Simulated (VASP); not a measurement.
# BeB2P3 (C2) in VASP: a series of runs

Runs on BeB2P3. Level: PBE. Tasks: single point, relaxation of cell and atoms.

All numbers are computed with VASP 6.6.1; they aren't measurements. Logs are shortened: lines on timing, memory, paths and dates and some standing lists are left out, and cuts for length are marked.

## 1. The cell of the first run

The structure is monoclinic, space group C2 (No. 5). The conventional cell has a = 3.636 Å, b = 6.400 Å, c = 7.014 Å, α = 90.00°, β = 91.57°, γ = 90.00°. Be (site symmetry 2) has 3 P at 2.02 to 2.32 Å and 4 B at 2.50 to 2.70 Å within 2.7 Å. Within 3.7 Å of B (site symmetry 1) lie 3 Be at 2.50 to 2.94 Å and 9 P at 2.54 to 2.98 Å and 8 B at 3.42 to 3.69 Å. Within 2.7 Å of P (site symmetry 2) lie 3 P at 2.02 to 2.17 Å and 2 B at 2.61 Å. Within 2.7 Å of P (site symmetry 2) lie 3 Be at 2.02 to 2.32 Å and 4 B at 2.54 to 2.62 Å. Within 2.7 Å of P (site symmetry 2) lie 3 P at 2.02 to 2.17 Å and 2 B at 2.63 Å.

## 2. Single point, PBE

INCAR

```
SYSTEM = BeB2P3
PREC = Accurate ; ENCUT = 520
EDIFF = 1E-6 ; ISMEAR = 0
SIGMA = 0.1 ; LREAL = .FALSE.
LASPH = .TRUE. ; NELM = 80
ALGO = Normal ; ISIF = 2
LWAVE = .FALSE. ; LCHARG = .TRUE.
GGA = PE ; LELF = .TRUE.
LVHAR = .TRUE. ; NBANDS = 20
```

KPOINTS

```
Automatic mesh
0
G
  6 6 4
  0 0 0
```

POSCAR

```
BeB2P3
1.0
    1.8180033600     -3.1999704900      0.0000000000
    1.8180033600      3.1999704900      0.0000000000
   -0.1923198600      0.0000000000      7.0111268900
Be B P
1 2 3
Direct
    0.6562709200      0.3437290800      0.0000000000
    0.2503371900      0.5912692700      0.2388859500
    0.4087307300      0.7496628100      0.7611140500
    0.6755216900      0.3244783100      0.5000000000
    0.0183423900      0.9816576100      0.0000000000
    0.9907970800      0.0092029200      0.5000000000
```

Potentials or basis: VASP PAW PBE potentials, release 64 (Be, B, P).

On the command line:

```bash
> cat potpaw_PBE.64/Be/POTCAR potpaw_PBE.64/B/POTCAR potpaw_PBE.64/P/POTCAR > POTCAR
> mpirun -np 1 vasp_std > vasp.out
```

OUTCAR:

```text
SYSTEM = BeB2P3
   PREC = Accurate
   ENCUT = 520
   EDIFF = 1E-6
   ISMEAR = 0
   LREAL = .FALSE.
   LASPH = .TRUE.
   NELM = 80
   ISIF = 2
   GGA = PE

 ion  position               nearest neighbor table
   1  0.656  0.344  0.000-   5 2.02   5 2.02   5 2.32
   2  0.250  0.591  0.239-   5 2.54
   3  0.409  0.750  0.761-   5 2.54
   4  0.676  0.324  0.500-   6 2.02   6 2.17   6 2.17
   5  0.018  0.982  0.000-   1 2.02   1 2.02   1 2.32   2 2.54   3 2.54
   6  0.991  0.009  0.500-   4 2.02   4 2.17   4 2.17

  LATTYP: Found a base centered monoclinic cell.
 ALAT       =     3.6360067200
 B/A-ratio  =     1.7601565324
 C/A-ratio  =     1.9289744670
 COS(beta)  =    -0.0274203490

  Lattice vectors:

 A1 = (   1.8180033600,  -3.1999704900,   0.0000000000)
 A2 = (   1.8180033600,   3.1999704900,   0.0000000000)
 A3 = (  -0.1923198600,   0.0000000000,   7.0111268900)

Analysis of symmetry for initial positions (statically):
=====================================================================
 Subroutine PRICEL returns:
 Original cell was already a primitive cell.

 Routine SETGRP: Setting up the symmetry group for a
 base centered monoclinic supercell.

 Subroutine GETGRP returns: Found  2 space group operations
 (whereof  2 operations were pure point group operations)
 out of a pool of  4 trial point group operations.

The static configuration has the point symmetry C_2 .

Analysis of symmetry for dynamics (positions and initial velocities):
=====================================================================
 Subroutine PRICEL returns:
 Original cell was already a primitive cell.

 Routine SETGRP: Setting up the symmetry group for a
 base centered monoclinic supercell.

 Subroutine GETGRP returns: Found  2 space group operations
 (whereof  2 operations were pure point group operations)
 out of a pool of  4 trial point group operations.

The dynamic configuration has the point symmetry C_2 .

 Subroutine INISYM returns: Found  2 space group operations
 (whereof  2 operations are pure point group operations),
 and found     1 'primitive' translations

----------------------------------------------------------------------------------------

                                     Primitive cell

  volume of cell :      81.5753

  direct lattice vectors                    reciprocal lattice vectors
     1.818003360 -3.199970490  0.000000000     0.275026994 -0.156251441  0.007544173
     1.818003360  3.199970490  0.000000000     0.275026994  0.156251441  0.007544173
    -0.192319860  0.000000000  7.011126890     0.000000000  0.000000000  0.142630424

  length of vectors
     3.680346092  3.680346092  7.013764125     0.316403658  0.316403658  0.142630424

  position of ions in fractional coordinates (direct lattice)
     0.656270920  0.343729080  0.000000000
     0.250337190  0.591269270  0.238885950
     0.408730730  0.749662810  0.761114050
     0.675521690  0.324478310  0.500000000
     0.018342390  0.981657610  0.000000000
     0.990797080  0.009202920  0.500000000

  ion indices of the primitive-cell ions
   primitive index   ion index
                 1           1
                 2           2
                 3           3
                 4           4
                 5           5
                 6           6

----------------------------------------------------------------------------------------

 KPOINTS: Automatic mesh

Automatic generation of k-mesh.
 Grid dimensions read from file:
 generate k-points for:    6    6    4

 Generating k-lattice:

  Cartesian coordinates                     Fractional coordinates (reciprocal lattice)
     0.045837832 -0.026041907  0.001257362     0.166666667 -0.000000000  0.000000000
     0.045837832  0.026041907  0.001257362    -0.000000000  0.166666667  0.000000000
     0.000000000  0.000000000  0.035657606     0.000000000  0.000000000  0.250000000

  Length of vectors
     0.052733943  0.052733943  0.035657606

  Shift w.r.t. Gamma in fractional coordinates (k-lattice)
     0.000000000  0.000000000  0.000000000

 Subroutine IBZKPT returns following result:
 ===========================================

 Found     47 irreducible k-points:

 Following reciprocal coordinates:
            Coordinates               Weight
  0.000000  0.000000  0.000000      1.000000
  0.166667  0.000000 -0.000000      4.000000
  0.333333  0.000000 -0.000000      4.000000
  0.500000  0.000000  0.000000      2.000000
  0.166667  0.166667  0.000000      2.000000
  0.333333  0.166667 -0.000000      4.000000
[... 16 lines left out ...]
 -0.333333  0.166667  0.250000      4.000000
 -0.166667  0.166667  0.250000      4.000000
 [... further k-points ...]
   k-points           NKPTS =     47   k-points in BZ     NKDIM =     47   number of bands    NBANDS=     20
   number of dos      NEDOS =    301   number of ions     NIONS =      6
   total plane-waves  NPLWV =  42336
   dimension x,y,z NGX =    28 NGY =   28 NGZ =   54
   dimension x,y,z NGXF=    56 NGYF=   56 NGZF=  108
   ions per type =               1   2   3
   NGX,Y,Z   is equivalent  to a cutoff of  12.65, 12.65, 12.80 a.u.
   NGXF,Y,Z  is equivalent  to a cutoff of  25.30, 25.30, 25.60 a.u.
 SYSTEM =  BeB2P3
   PREC   = accura    normal or accurate (medium, high low for compatibility)
   ISTART =      0    job   : 0-new  1-cont  2-samecut
   ICHARG =      2    charge: 1-file 2-atom 10-const
   ISPIN  =      1    spin polarized calculation?
   LNONCOLLINEAR =      F non collinear calculations
   LSORBIT =      F    spin-orbit coupling
   LASPH  =      T    aspherical Exc in radial PAW
   ENCUT  =  520.0 eV  38.22 Ry    6.18 a.u.   6.84  6.84 13.04*2*pi/ulx,y,z
   NELM   =     80;   NELMIN=  2; NELMDL= -5     # of ELM steps
   EDIFF  = 0.1E-05   stopping-criterion for ELM
   LREAL  =      F    real-space projection
   EDIFFG = 0.1E-04   stopping-criterion for IOM
   NSW    =      0    number of steps for IOM
   IBRION =     -1    ionic relax: 0-MD 1-quasi-New 2-CG
   NFREE  =      0    steps in history (QN), initial steepest desc. (CG)
   ISIF   =      2    stress and relaxation
   ISYM   =      2    0-nonsym 1-usesym 2-fastsym
   POTIM  = 0.5000    time-step for ionic-motion
   TEBEG  =    0.0;   TEEND  =   0.0 temperature during run
   PSTRESS=    0.0 pullay stress
   NELECT =      23.0000    total number of electrons
   NUPDOWN=      -1.0000    fix difference up-down
   EMIN   =  10.00;   EMAX   =-10.00  energy-range for DOS
   EFERMI =   0.00;   METHOD = LEGACY
   ISMEAR =     0;   SIGMA  =   0.10  broadening in eV -4-tet -1-fermi 0-gaus
   EFERMI_NEDOS =   21; number of points for ismear=-14 and -15
   IALGO  =     38    algorithm
   IMIX   =      4    mixing-type and parameters
     AMIX     =   0.40;   BMIX     =  1.00
     AMIX_MAG =   1.60;   BMIX_MAG =  1.00
  volume/ion in A,a.u.               =      13.60        91.75
  Fermi-wavevector in a.u.,A,eV,Ry     =   1.073490  2.028602 15.679089  1.152380
  Thomas-Fermi vector in A             =   2.209291
   LORBIT       =      0    0 simple, 1 ext, 2 COOP (PROOUT), +10 PAW based schemes
   GGA     = PE    functional components
   LHFCALC =     F    Hartree Fock is set to
   AEXX    =    0.0000 exact exchange contribution
   IVDW    =     0    specifies the selected vdW correction
   LEPSILON=     F    determine dielectric tensor
   LRPA    =     F    only Hartree local field effects (RPA)
 non-spin polarized calculation
 Gauss-broadening in eV      SIGMA  =   0.10
  energy-cutoff  :      520.00
  volume of cell :       81.58
 maximum number of plane-waves:      2220
   NGX = 13   NGY = 13   NGZ = 27

 number of electron      23.0000002 magnetization

 Free energy of the ion-electron system (eV)
  ---------------------------------------------------
  ext. energy  EPLUGINS =         0.00000000
  ---------------------------------------------------
  free energy    TOTEN  =       -24.85336985 eV

  energy without entropy =      -24.84238831  energy(sigma->0) =      -24.84787908

 E-fermi :   6.3613     XC(G=0): -10.4740

 val. band max:        6.3429326788   @ k =  -0.3333   0.1667   0.5000
 cond. band min:       6.3830843644   @ k =   0.5000   0.1667   0.5000
 fundamental gap:      0.0401516856
 Fermi energy:         6.3613068319

 k-point     1 :       0.0000    0.0000    0.0000
  band No.  band energies     occupation
      1      -9.6384      2.00000
      2      -6.0989      2.00000
      3      -2.5991      2.00000
      4       0.8961      2.00000
      5       2.1013      2.00000
      6       2.5787      2.00000
[... 12 lines left out ...]
     19      10.0756      0.00000
     20      11.0413      0.00000

 k-point     2 :       0.1667    0.0000   -0.0000
  band No.  band energies     occupation
      1      -9.2899      2.00000
      2      -5.8211      2.00000
      3      -2.2623      2.00000
      4      -0.6730      2.00000
      5       0.8207      2.00000
      6       2.1413      2.00000
[... 12 lines left out ...]
     19      10.4082      0.00000
     20      11.3319      0.00000

 k-point     3 :       0.3333    0.0000   -0.0000
  band No.  band energies     occupation
      1      -8.3021      2.00000
      2      -5.1030      2.00000
      3      -3.4301      2.00000
      4      -1.2147      2.00000
      5       0.0007      2.00000
      6       0.2519      2.00000
[... 12 lines left out ...]
     19      11.4975      0.00000
     20      12.1725      0.00000

 k-point     4 :       0.5000    0.0000    0.0000
  band No.  band energies     occupation
      1      -7.3353      2.00000
      2      -5.1618      2.00000
      3      -4.3834      2.00000
      4      -1.0495      2.00000
      5      -0.2782      2.00000
      6       0.3863      2.00000
[... 12 lines left out ...]
     19      12.9120      0.00000
     20      13.7387      0.00000

 k-point     5 :       0.1667    0.1667    0.0000
  band No.  band energies     occupation
      1      -8.6233      2.00000
      2      -5.3194      2.00000
      3      -2.2599      2.00000
      4      -1.6974      2.00000
      5      -0.7008      2.00000
      6       1.0925      2.00000
[... 12 lines left out ...]
     19      10.6743      0.00000
     20      11.6797      0.00000

 k-point     6 :       0.3333    0.1667   -0.0000
  band No.  band energies     occupation
      1      -7.4549      2.00000
      2      -4.7491      2.00000
      3      -4.2779      2.00000
      4      -1.8610      2.00000
      5      -0.4021      2.00000
      6       0.0632      2.00000
[... 12 lines left out ...]
     19      11.0270      0.00000
     20      12.2416      0.00000

 k-point     7 :       0.5000    0.1667    0.0000
  band No.  band energies     occupation
      1      -7.3948      2.00000
      2      -4.8578      2.00000
      3      -4.3604      2.00000
      4      -1.7384      2.00000
      5      -0.4611      2.00000
      6       0.0149      2.00000
[... 12 lines left out ...]
     19      11.2946      0.00000
     20      12.5470      0.00000
[... 277 lines left out ...]
 k-point    20 :       0.1667    0.1667    0.2500
  band No.  band energies     occupation
      1      -8.6094      2.00000
      2      -5.4222      2.00000
      3      -2.2608      2.00000
      4      -1.4239      2.00000
      5      -0.4138      2.00000
      6       0.7445      2.00000
[... 12 lines left out ...]
     19      11.4476      0.00000
     20      11.7581      0.00000

 k-point    21 :       0.3333    0.1667    0.2500
  band No.  band energies     occupation
      1      -7.4427      2.00000
      2      -4.7309      2.00000
      3      -4.3684      2.00000
      4      -1.8292      2.00000
      5      -0.6551      2.00000
      6       0.5040      2.00000
[... 12 lines left out ...]
     19      11.4956      0.00000
     20      12.0806      0.00000

 k-point    22 :       0.5000    0.1667    0.2500
  band No.  band energies     occupation
      1      -7.3834      2.00000
      2      -4.8309      2.00000
      3      -4.4528      2.00000
      4      -1.6594      2.00000
      5      -0.8037      2.00000
      6       0.5891      2.00000
[... 12 lines left out ...]
     19      11.6847      0.00000
     20      12.5569      0.00000

 k-point    23 :      -0.3333    0.1667    0.2500
  band No.  band energies     occupation
      1      -8.5752      2.00000
      2      -5.3833      2.00000
      3      -2.8874      2.00000
      4      -1.1516      2.00000
      5      -0.3794      2.00000
      6       0.9945      2.00000
[... 12 lines left out ...]
     19      10.9851      0.00000
     20      11.5299      0.00000

 k-point    24 :      -0.1667    0.1667    0.2500
  band No.  band energies     occupation
      1      -9.2666      2.00000
      2      -5.9245      2.00000
      3      -1.7541      2.00000
      4      -1.2116      2.00000
      5       1.0820      2.00000
      6       1.4571      2.00000
[... 12 lines left out ...]
     19      10.4575      0.00000
     20      11.1427      0.00000

 [... further k-points ...]

------------------------ aborting loop because EDIFF is reached ----------------------------------------

  FORCE on cell =-STRESS in cart. coord.  units (eV):
  Direction    XX          YY          ZZ          XY          YZ          ZX
  --------------------------------------------------------------------------------------
  -------------------------------------------------------------------------------------
  Total        3.3619790      4.1997585     -6.8295663      0.0000000      0.0000000     -0.3505443
  in kB       66.0308816     82.4852750   -134.1359626      0.0000000      0.0000000     -6.8848586
  external PRESSURE =       4.7933980 kB  Pullay stress =       0.0000000 kB

 VOLUME and BASIS-vectors are now :
 -----------------------------------------------------------------------------
  energy-cutoff  :      520.00
  volume of cell :       81.58
      direct lattice vectors                 reciprocal lattice vectors
     1.818003360 -3.199970490  0.000000000     0.275026994 -0.156251441  0.007544173
     1.818003360  3.199970490  0.000000000     0.275026994  0.156251441  0.007544173
    -0.192319860  0.000000000  7.011126890     0.000000000  0.000000000  0.142630424

 POSITION                                       TOTAL-FORCE (eV/Angst)
 -----------------------------------------------------------------------------------
      1.81800     -1.00012      0.00000         0.000000     -1.305386      0.000000
      1.48410      1.09097      1.67486        -0.604742      0.096162     -0.042926
      1.95959      1.09097      5.33627         0.604742      0.096162      0.042926
      1.72184     -1.12333      3.50556         0.000000      1.410544      0.000000
      1.81800      3.08258      0.00000         0.000000      1.213545      0.000000
      1.72184     -3.14107      3.50556         0.000000     -1.511027      0.000000
 -----------------------------------------------------------------------------------
    total drift:                               -0.000000     -0.000217      0.000000

  FREE ENERGIE OF THE ION-ELECTRON SYSTEM (eV)
  ---------------------------------------------------
  free  energy   TOTEN  =       -24.8533698516 eV

  energy  without entropy=      -24.8423883091  energy(sigma->0) =      -24.84787908
```

Run time: 100 s. Hardware: 1 thread of Oxide Virtual Turin-like, shared host; peak memory 0.19 GiB.

What came out:

```
Free energy            : -24.8534 eV
Pressure               : 0.5 GPa
Largest force          : 1.511 eV/Å
Band gap on the k mesh : zero (an odd number of electrons rules out a gap without spin polarisation)
```

Forces on the atoms (eV/Å):
```
Be   0.000 -1.305  0.000
B   -0.605  0.096 -0.043
B    0.605  0.096  0.043
P    0.000  1.411  0.000
P    0.000  1.214  0.000
P    0.000 -1.511  0.000
```

Stress tensor (GPa, compression positive):
```
  6.60   0.00  -0.69
  0.00   8.25   0.00
 -0.69   0.00 -13.41
```

Levels at points of the mesh, in eV from the Fermi level:
```tsv
k point	band 10	band 11	band 12	band 13	band 14	band 15
(0.00, 0.00, 0.00)	-1.42	-1.07	-0.24	1.57	1.88	1.91
(0.50, 0.00, 0.00)	-1.36	-0.58	-0.19	0.32	0.98	1.89
(0.50, 0.50, 0.00)	-0.90	-0.69	-0.17	0.28	1.36	1.66
(0.00, 0.00, 0.50)	-0.82	-0.49	-0.15	0.12	0.77	1.10
(0.50, 0.00, 0.50)	-3.09	-2.05	-0.68	1.59	1.77	2.07
(0.50, 0.50, 0.50)	-3.49	-1.73	-0.62	1.45	2.20	2.61
```

Caveat: forces of over 1 eV/Å act on the atoms, so gaps and moduli don't describe the material at rest.

## 3. Relaxation of cell and atoms, PBE

INCAR

```
  PREC = Accurate
  ENCUT = 600
  EDIFF = 1E-6
  ISMEAR = 0
  SIGMA = 0.1
  LREAL = False
  LASPH = True
  NELM = 80
  ALGO = Normal
  ISIF = 3
  LWAVE = False
  LCHARG = False
  GGA = PE
  IBRION = 2
  NSW = 90
  EDIFFG = -0.04
```

KPOINTS

```
regular mesh
0
Gamma
  6 6 4
```

POSCAR is that of step 2.

Potentials or basis: VASP PAW PBE potentials, release 64 (Be, B, P).

On the command line:

```bash
> cat potpaw_PBE.64/Be/POTCAR potpaw_PBE.64/B/POTCAR potpaw_PBE.64/P/POTCAR > POTCAR
> mpirun -np 1 vasp_std > vasp.out
```

It took 32 min on 1 thread of Oxide Virtual Turin-like, shared host; peak memory 0.23 GiB.

The run converged. Its results:

```yaml
Free_energy: -29.7111 eV
Relaxed_volume: 13.60 Å³/atom
Relaxed_cell: a = 5.013 Å, b = 5.013 Å, c = 4.817 Å, α = 89.26°, β = 89.26°, γ = 137.58°
Space_group_after_relaxing_to_0.1_Å: C2 (No. 5)
Energy_gained_by_relaxing: 809.4 meV/atom
Ionic_steps: 47
Pressure_after_relaxing: 0.1 GPa
Largest_force_after_relaxing: 0.030 eV/Å
Band_gap_on_the_k_mesh: zero (an odd number of electrons rules out a gap without spin polarisation)
```

Forces on the atoms (eV/Å):
```
Be   0.000  0.000  0.000
B    0.022  0.010 -0.016
B   -0.022  0.010  0.016
P    0.000  0.015  0.000
P    0.000 -0.030  0.000
P    0.000 -0.005  0.000
```

Stress tensor (GPa, compression positive):
```
0.19 0.00 0.07
0.00 0.22 0.00
0.07 0.00 0.01
```

Step by step:
```csv
step,energy change (eV),largest force (eV/Å),pressure (GPa),volume (Å³)
1,0.0000,1.5112,0.49,81.58
3,-0.6949,1.1254,-7.85,81.78
5,-1.3431,1.5859,-0.60,70.21
7,-1.8674,0.9743,9.07,64.29
9,-2.7315,1.5935,0.68,75.53
11,-2.8623,1.6450,-2.94,83.98
13,-3.6984,1.8239,-5.56,93.22
15,-4.0234,1.7339,-3.88,90.83
17,-4.1005,1.6322,-2.33,90.09
19,-4.5347,1.9932,0.19,85.61
21,-4.7225,0.8813,0.59,83.47
23,-4.7716,0.4580,-0.40,83.76
25,-4.8138,0.2938,-0.79,83.24
27,-4.8324,0.1844,0.23,82.12
29,-4.8439,0.1021,-0.03,81.79
31,-4.8467,0.0657,-0.01,81.65
33,-4.8483,0.0936,-0.04,81.67
35,-4.8502,0.0532,0.18,81.73
37,-4.8518,0.1001,-0.30,82.36
39,-4.8527,0.0761,-0.30,82.41
41,-4.8529,0.2315,0.45,81.69
43,-4.8546,0.0885,0.07,81.98
45,-4.8557,0.0900,0.02,81.74
47,-4.8565,0.0304,0.14,81.62
```

Final structure:
```
CELL_PARAMETERS angstrom
1.81231 -4.67377 0.07310
1.81231 4.67377 0.07310
-0.02200 0.00000 4.81725
ATOMIC_POSITIONS crystal
Be 0.64010 0.35990 0.00000
B 0.82201 0.16699 0.17410
B 0.83301 0.17799 0.82590
P 0.70059 0.29941 0.50000
P 0.02452 0.97548 0.00000
P 0.97978 0.02022 0.50000
```

Levels at points of the mesh, in eV from the Fermi level:
| k point | band 10 | band 11 | band 12 | band 13 | band 14 | band 15 |
| --- | --- | --- | --- | --- | --- | --- |
| (0.00, 0.00, 0.00) | -2.48 | -1.37 | 0.36 | 1.48 | 2.67 | 3.21 |
| (0.50, 0.00, 0.00) | -2.64 | -0.83 | -0.38 | -0.12 | 0.58 | 3.06 |
| (0.50, 0.50, 0.00) | -0.49 | 1.21 | 1.51 | 1.72 | 1.85 | 2.19 |
| (0.00, 0.00, 0.50) | -1.35 | -1.07 | -0.99 | 1.21 | 1.94 | 2.45 |
| (0.50, 0.00, 0.50) | -1.50 | -0.90 | -0.42 | 0.17 | 1.19 | 2.12 |
| (0.50, 0.50, 0.50) | -1.92 | -0.36 | 0.15 | 1.24 | 1.35 | 1.97 |

Caveat: a cell axis changed by over 15 % at a fixed basis, so the end point is rough.
